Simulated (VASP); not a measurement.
# KCl in VASP: notebook

Runs on KCl. Level: PBE. Tasks: single point.

Program: VASP 6.6.1. These are calculated values, not measurements. Logs are shortened: lines on timing, memory, paths and dates and some standing lists are left out, and cuts for length are marked.

## 1. The cell of the first run

It takes space group Immm (No. 71, orthorhombic). The conventional cell has a = 4.359 Å, b = 4.536 Å, c = 6.290 Å, α = 90.00°, β = 90.00°, γ = 90.00°. Within 4.1 Å of K (site symmetry mmm) lie 6 Cl at 3.14 to 3.15 Å. Within 4.1 Å of Cl (site symmetry mmm) lie 6 K at 3.14 to 3.15 Å.

## 2. Single point, PBE (shear xy strain +4.0%)

INCAR reads:

```
ALGO     = Normal         # electronic algorithm
EDIFF    = 1E-6           # SCF threshold, eV
ENCUT    = 520            # plane-wave cutoff, eV
GGA      = PE             # functional
ISIF     = 2              # what is computed and relaxed
ISMEAR   = 0              # smearing method
LASPH    = True           # aspherical terms in the spheres
LCHARG   = False          # write CHGCAR
LREAL    = False          # projectors in reciprocal space
LWAVE    = False          # write WAVECAR
NBANDS   = 15             # bands
NELM     = 80             # most SCF steps
PREC     = Accurate       # precision mode
SIGMA    = 0.01           # smearing width, eV
```

KPOINTS reads:

```
k-points
0
Gamma
  4 4 4
```

POSCAR reads:

```
KCl
1.0
    0.0628969664      3.1448483221      3.1448483221
    3.1448483221      0.0628969664      3.1448483221
    3.2077452885      3.2077452885      0.0000000000
K Cl
1 1
Direct
    0.0000000000      0.0000000000      0.0000000000
    0.5000000000      0.5000000000      0.5000000000
```

Potentials or basis: VASP PAW PBE potentials, release 64 (K_sv, Cl).

Launch:

```console
cat potpaw_PBE.64/K_sv/POTCAR potpaw_PBE.64/Cl/POTCAR > POTCAR
mpirun -np 1 vasp_std > vasp.out
```

OUTCAR:

```text
EDIFF = 1E-6
   ENCUT = 520
   GGA = PE
   ISIF = 2
   ISMEAR = 0
   LASPH = True
   LREAL = False
   NELM = 80
   PREC = Accurate

 ion  position               nearest neighbor table
   1  0.000  0.000  0.000-   2 3.14   2 3.14   2 3.15   2 3.15   2 3.15   2 3.15
   2  0.500  0.500  0.500-   1 3.14   1 3.14   1 3.15   1 3.15   1 3.15   1 3.15

  LATTYP: Found a body centered orthorhombic cell.
 ALAT       =     4.3585374058
 B/A-ratio  =     1.0408163265
 C/A-ratio  =     1.4430750636

  Lattice vectors:

 A1 = (   3.1448483221,   0.0628969664,  -3.1448483221)
 A2 = (  -3.1448483221,  -0.0628969664,  -3.1448483221)
 A3 = (   0.0628969664,   3.1448483221,   3.1448483221)

Analysis of symmetry for initial positions (statically):
=====================================================================
 Subroutine PRICEL returns:
 Original cell was already a primitive cell.

 Routine SETGRP: Setting up the symmetry group for a
 body centered orthorhombic supercell.

 Subroutine GETGRP returns: Found  8 space group operations
 (whereof  8 operations were pure point group operations)
 out of a pool of  8 trial point group operations.

The static configuration has the point symmetry D_2h.

Analysis of symmetry for dynamics (positions and initial velocities):
=====================================================================
 Subroutine PRICEL returns:
 Original cell was already a primitive cell.

 Routine SETGRP: Setting up the symmetry group for a
 body centered orthorhombic supercell.

 Subroutine GETGRP returns: Found  8 space group operations
 (whereof  8 operations were pure point group operations)
 out of a pool of  8 trial point group operations.

The dynamic configuration has the point symmetry D_2h.

 Subroutine INISYM returns: Found  8 space group operations
 (whereof  8 operations are pure point group operations),
 and found     1 'primitive' translations

----------------------------------------------------------------------------------------

                                     Primitive cell

  volume of cell :      62.1807

  direct lattice vectors                    reciprocal lattice vectors
     0.062896966  3.144848322  3.144848322    -0.162234877  0.162234877  0.158990180
     3.144848322  0.062896966  3.144848322     0.162234877 -0.162234877  0.158990180
     3.207745288  3.207745288  0.000000000     0.155872725  0.155872725 -0.158990180

  length of vectors
     4.447931875  4.447931875  4.536436892     0.279138296  0.279138296  0.271791262

  position of ions in fractional coordinates (direct lattice)
     0.000000000  0.000000000  0.000000000
     0.500000000  0.500000000  0.500000000

  ion indices of the primitive-cell ions
   primitive index   ion index
                 1           1
                 2           2

----------------------------------------------------------------------------------------

 KPOINTS: k-points

Automatic generation of k-mesh.
 Grid dimensions read from file:
 generate k-points for:    4    4    4

 Generating k-lattice:

  Cartesian coordinates                     Fractional coordinates (reciprocal lattice)
    -0.040558719  0.040558719  0.039747545     0.250000000 -0.000000000  0.000000000
     0.040558719 -0.040558719  0.039747545    -0.000000000  0.250000000  0.000000000
     0.038968181  0.038968181 -0.039747545     0.000000000  0.000000000  0.250000000

  Length of vectors
     0.069784574  0.069784574  0.067947816

  Shift w.r.t. Gamma in fractional coordinates (k-lattice)
     0.000000000  0.000000000  0.000000000

 Subroutine IBZKPT returns following result:
 ===========================================

 Found     18 irreducible k-points:

 Following reciprocal coordinates:
            Coordinates               Weight
  0.000000  0.000000  0.000000      1.000000
  0.250000  0.000000  0.000000      4.000000
  0.500000  0.000000  0.000000      2.000000
  0.250000  0.250000  0.000000      2.000000
  0.500000  0.250000  0.000000      4.000000
 -0.250000  0.250000  0.000000      2.000000
[... 10 lines left out ...]
  0.250000  0.250000  0.500000      2.000000
 -0.250000  0.250000  0.500000      2.000000
   k-points           NKPTS =     18   k-points in BZ     NKDIM =     18   number of bands    NBANDS=     15
   number of dos      NEDOS =    301   number of ions     NIONS =      2
   total plane-waves  NPLWV =  46656
   dimension x,y,z NGX =    36 NGY =   36 NGZ =   36
   dimension x,y,z NGXF=    72 NGYF=   72 NGZF=   72
   ions per type =               1   1
   NGX,Y,Z   is equivalent  to a cutoff of  13.46, 13.46, 13.19 a.u.
   NGXF,Y,Z  is equivalent  to a cutoff of  26.91, 26.91, 26.39 a.u.
 SYSTEM =  unknown system
   PREC   = accura    normal or accurate (medium, high low for compatibility)
   ISTART =      0    job   : 0-new  1-cont  2-samecut
   ICHARG =      2    charge: 1-file 2-atom 10-const
   ISPIN  =      1    spin polarized calculation?
   LNONCOLLINEAR =      F non collinear calculations
   LSORBIT =      F    spin-orbit coupling
   LASPH  =      T    aspherical Exc in radial PAW
   ENCUT  =  520.0 eV  38.22 Ry    6.18 a.u.   8.27  8.27  8.43*2*pi/ulx,y,z
   NELM   =     80;   NELMIN=  2; NELMDL= -5     # of ELM steps
   EDIFF  = 0.1E-05   stopping-criterion for ELM
   LREAL  =      F    real-space projection
   EDIFFG = 0.1E-04   stopping-criterion for IOM
   NSW    =      0    number of steps for IOM
   IBRION =     -1    ionic relax: 0-MD 1-quasi-New 2-CG
   NFREE  =      0    steps in history (QN), initial steepest desc. (CG)
   ISIF   =      2    stress and relaxation
   ISYM   =      2    0-nonsym 1-usesym 2-fastsym
   POTIM  = 0.5000    time-step for ionic-motion
   TEBEG  =    0.0;   TEEND  =   0.0 temperature during run
   PSTRESS=    0.0 pullay stress
   NELECT =      16.0000    total number of electrons
   NUPDOWN=      -1.0000    fix difference up-down
   EMIN   =  10.00;   EMAX   =-10.00  energy-range for DOS
   EFERMI =   0.00;   METHOD = LEGACY
   ISMEAR =     0;   SIGMA  =   0.01  broadening in eV -4-tet -1-fermi 0-gaus
   EFERMI_NEDOS =   21; number of points for ismear=-14 and -15
   IALGO  =     38    algorithm
   IMIX   =      4    mixing-type and parameters
     AMIX     =   0.40;   BMIX     =  1.00
     AMIX_MAG =   1.60;   BMIX_MAG =  1.00
  volume/ion in A,a.u.               =      31.09       209.81
  Fermi-wavevector in a.u.,A,eV,Ry     =   1.041269  1.967714 14.752003  1.084242
  Thomas-Fermi vector in A             =   2.175882
   LORBIT       =      0    0 simple, 1 ext, 2 COOP (PROOUT), +10 PAW based schemes
   GGA     = PE    functional components
   LHFCALC =     F    Hartree Fock is set to
   AEXX    =    0.0000 exact exchange contribution
   IVDW    =     0    specifies the selected vdW correction
   LEPSILON=     F    determine dielectric tensor
   LRPA    =     F    only Hartree local field effects (RPA)
 non-spin polarized calculation
 Gauss-broadening in eV      SIGMA  =   0.01
  energy-cutoff  :      520.00
  volume of cell :       62.18
 maximum number of plane-waves:      1691
 NGX is ok and might be reduce to    36
   NGX = 17   NGY = 17   NGZ = 17

 number of electron      16.0000000 magnetization

 Free energy of the ion-electron system (eV)
  ---------------------------------------------------
  ext. energy  EPLUGINS =         0.00000000
  ---------------------------------------------------
  free energy    TOTEN  =        -6.80106799 eV

  energy without entropy =       -6.80106799  energy(sigma->0) =       -6.80106799

 E-fermi :  -1.6517     XC(G=0):  -7.5475

 val. band max:       -1.7914047524   @ k =   0.0000   0.0000   0.0000
 cond. band min:       3.3566262056   @ k =   0.0000   0.0000   0.0000
 fundamental gap:      5.1480309580
 Fermi energy:        -1.6516983999

 k-point     1 :       0.0000    0.0000    0.0000
  band No.  band energies     occupation
      1     -29.0313      2.00000
      2     -13.9514      2.00000
      3     -12.4929      2.00000
      4     -12.4919      2.00000
      5     -12.4904      2.00000
      6      -1.8670      2.00000
      7      -1.8330      2.00000
      8      -1.7914      2.00000
      9       3.3566      0.00000
     10       6.3862      0.00000
     11       6.5505      0.00000
     12       6.7156      0.00000
     13       7.4276      0.00000
     14       7.4361      0.00000
     15      11.1576      0.00000

 k-point     2 :       0.2500    0.0000    0.0000
  band No.  band energies     occupation
      1     -29.0255      2.00000
      2     -14.0454      2.00000
      3     -12.4994      2.00000
      4     -12.4944      2.00000
      5     -12.3725      2.00000
      6      -2.4064      2.00000
      7      -2.0448      2.00000
      8      -1.9961      2.00000
      9       4.6340      0.00000
     10       6.3833      0.00000
     11       7.1630      0.00000
     12       7.3817      0.00000
     13       8.2118      0.00000
     14       8.2455      0.00000
     15      11.8592      0.00000

 k-point     3 :       0.5000    0.0000    0.0000
  band No.  band energies     occupation
      1     -29.0197      2.00000
      2     -14.1277      2.00000
      3     -12.5065      2.00000
      4     -12.4983      2.00000
      5     -12.2632      2.00000
      6      -2.8835      2.00000
      7      -2.2104      2.00000
      8      -2.1601      2.00000
      9       5.7629      0.00000
     10       6.8311      0.00000
     11       8.6388      0.00000
     12       8.8491      0.00000
     13       9.4136      0.00000
     14       9.6347      0.00000
     15      10.2213      0.00000
[... 235 lines left out ...]
 k-point    17 :       0.2500    0.2500    0.5000
  band No.  band energies     occupation
      1     -29.0214      2.00000
      2     -14.0692      2.00000
      3     -12.5564      2.00000
      4     -12.5037      2.00000
      5     -12.3070      2.00000
      6      -2.6427      2.00000
      7      -2.1707      2.00000
      8      -2.0843      2.00000
      9       5.7329      0.00000
     10       6.3471      0.00000
     11       7.9781      0.00000
     12       8.0645      0.00000
     13       8.6128      0.00000
     14       9.7689      0.00000
     15      10.0293      0.00000

 k-point    18 :      -0.2500    0.2500    0.5000
  band No.  band energies     occupation
      1     -29.0172      2.00000
      2     -13.9464      2.00000
      3     -12.6069      2.00000
      4     -12.5764      2.00000
      5     -12.4015      2.00000
      6      -2.3271      2.00000
      7      -2.3189      2.00000
      8      -2.2875      2.00000
      9       6.2035      0.00000
     10       6.2119      0.00000
     11       7.6240      0.00000
     12       8.0199      0.00000
     13       9.8992      0.00000
     14       9.9314      0.00000
     15      10.2412      0.00000

------------------------ aborting loop because EDIFF is reached ----------------------------------------

  FORCE on cell =-STRESS in cart. coord.  units (eV):
  Direction    XX          YY          ZZ          XY          YZ          ZX
  --------------------------------------------------------------------------------------
  -------------------------------------------------------------------------------------
  Total        0.3169978      0.3169978      0.3121182     -0.0984176      0.0000000      0.0000000
  in kB        8.1679188      8.1679188      8.0421891     -2.5358764      0.0000000      0.0000000
  external PRESSURE =       8.1260089 kB  Pullay stress =       0.0000000 kB

 VOLUME and BASIS-vectors are now :
 -----------------------------------------------------------------------------
  energy-cutoff  :      520.00
  volume of cell :       62.18
      direct lattice vectors                 reciprocal lattice vectors
     0.062896966  3.144848322  3.144848322    -0.162234877  0.162234877  0.158990180
     3.144848322  0.062896966  3.144848322     0.162234877 -0.162234877  0.158990180
     3.207745288  3.207745288  0.000000000     0.155872725  0.155872725 -0.158990180

 POSITION                                       TOTAL-FORCE (eV/Angst)
 -----------------------------------------------------------------------------------
      0.00000      0.00000      0.00000         0.000000     -0.000000      0.000000
      3.20775      3.20775      3.14485        -0.000000      0.000000     -0.000000
 -----------------------------------------------------------------------------------
    total drift:                                0.000000      0.000000      0.000000

  FREE ENERGIE OF THE ION-ELECTRON SYSTEM (eV)
  ---------------------------------------------------
  free  energy   TOTEN  =        -6.8010679867 eV

  energy  without entropy=       -6.8010679867  energy(sigma->0) =       -6.80106799
```

Wall time 12 s (1 thread of Intel Xeon 6975P-C (Granite Rapids), shared host); peak memory 0.2 GiB.

Results:

```yaml
Free_energy: -6.8011 eV
Pressure: 0.8 GPa
Band_gap_on_the_k_mesh: 5.15 eV, direct
```

Stress tensor (GPa, compression positive):
```
 0.82 -0.25  0.00
-0.25  0.82  0.00
 0.00  0.00  0.80
```

Caveat: the k points lie up to 0.44 Å⁻¹ apart; the cell differs from its parent crystal (shear xy strain +4.0%).

## 3. Single point, PBE

INCAR reads:

```
PREC = Accurate ; ENCUT = 520
EDIFF = 1E-6 ; ISMEAR = -1
SIGMA = 0.02 ; LREAL = F
LASPH = T ; NELM = 60
ALGO = Normal ; ISIF = 2
LWAVE = F ; LCHARG = F
GGA = PE ; NBANDS = 15
```

KPOINTS reads:

```
Automatic mesh
0
Gamma
  8 8 8
```

POSCAR reads:

```
KCl
1.0
    0.0000000000      3.1448483221      3.1448483221
    3.1448483221      0.0000000000      3.1448483221
    3.1448483221      3.1448483221      0.0000000000
K Cl
1 1
Direct
    0.0000000000      0.0000000000      0.0000000000
    0.5000000000      0.5000000000      0.5000000000
```

Potentials or basis: VASP PAW PBE potentials, release 64 (K_sv, Cl).

Launch:

```console
cat potpaw_PBE.64/K_sv/POTCAR potpaw_PBE.64/Cl/POTCAR > POTCAR
mpirun -np 1 vasp_std > vasp.out
```

It took 13 s on 1 thread of Intel Xeon 6975P-C (Granite Rapids), shared host; peak memory 0.2 GiB.

The run converged. Its results:

- Free energy: -6.8034 eV
- Pressure: 0.8 GPa
- Band gap on the k mesh: 5.19 eV, direct

Levels at points of the mesh, in eV from the valence-band top:
| k point | band 4 | band 5 | band 6 | band 7 | band 8 | band 9 | band 10 | band 11 | band 12 | band 13 |
| --- | --- | --- | --- | --- | --- | --- | --- | --- | --- | --- |
| (0.00, 0.00, 0.00) | -10.66 | -10.66 | 0.00 | 0.00 | 0.00 | 5.19 | 8.38 | 8.38 | 8.38 | 9.26 |
| (0.50, 0.00, 0.00) | -10.66 | -10.41 | -1.06 | -0.33 | -0.33 | 7.60 | 8.61 | 10.53 | 10.53 | 11.42 |
| (0.50, 0.50, 0.00) | -10.71 | -10.71 | -0.66 | -0.22 | -0.22 | 6.53 | 8.36 | 10.08 | 10.24 | 10.63 |

A k mesh can miss the band edges.
